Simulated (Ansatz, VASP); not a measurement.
Two plane-wave programs on Na2Os

The input INCAR:

```
SYSTEM = Na2Os
  PREC = Accurate
  ENCUT = 600
  EDIFF = 1E-7
  ISMEAR = 0
  SIGMA = 0.1
  LREAL = .False.
  LASPH = .True.
  NELM = 80
  ALGO = Fast
  ISIF = 3
  LWAVE = .False.
  LCHARG = .False.
  GGA = PE
  IBRION = 2
  NSW = 100
  EDIFFG = -0.01
```

File KPOINTS:

```
regular mesh
0
Gamma
  12 12 18
  0 0 0
```

POSCAR

```
Na2Os
1.0
    5.1852139390      0.0000000000      0.0000000000
   -2.5926069695      4.4905269952      0.0000000000
    0.0000000000      0.0000000000      2.4509634227
Na Os
2 1
Direct
    0.3333333333      0.6666666667      0.5000000000
    0.6666666667      0.3333333333      0.5000000000
    0.0000000000      0.0000000000      0.0000000000
```

Input for Ansatz:

```yaml
crystal:
  lattice:
    - [5.185213939, 0.0, 0.0]
    - [-2.5926069695, 4.4905269952, 0.0]
    - [0.0, 0.0, 2.4509634227]
  atoms:
    - { symbol: Na, position: [0.3333333333, 0.6666666667, 0.5] }
    - { symbol: Na, position: [0.6666666667, 0.3333333333, 0.5] }
    - { symbol: Os, position: [0.0, 0.0, 0.0] }
basis:
  ecutwfc: 420
kpoints:
  mp_grid: { grid: [12, 12, 18] }
hamiltonian:
  xc: pbe
scf:
  occupations: { method: gaussian, width: 0.1 }
output:
  forces: true
  stress: true
  eigenvalues: true
relax:
  adjacent_minimum: "off"
  f_tol: 0.01
  max_steps: 80
  cell: { stress_tol: 0.05 }
```

Alike in both runs: task relaxation of cell and atoms; functional PBE; k mesh 12 × 12 × 18; occupations gaussian, width 0.1 eV; no spin polarisation.

|  | VASP | Ansatz |
| --- | --- | --- |
| version | VASP 6.6.1 | Ansatz 0.2.0 |
| potentials or method | VASP PAW PBE potentials, release 64 (Na_pv, Os), cutoff 600 eV | scalar-relativistic, plane waves, PAW |
| valence electrons in the cell | 22 | 34 |

```csv
,VASP,Ansatz,Ansatz less VASP
"gap on the k mesh at the Fermi level, each at its own relaxed structure (eV)",none,none,-
relaxed volume (Å³/atom),19.07,19.08,+0.011
relaxed length of the cell vector where the two differ most in proportion (Å),2.489,2.491,+0.0013
```

A gap of «none» marks a metal or a gap that the smearing closes. VASP's potentials hold 22 valence electrons a cell and Ansatz's 34, so a difference there can come from the potentials and not from the codes.

Neither program's run includes spin-orbit coupling.
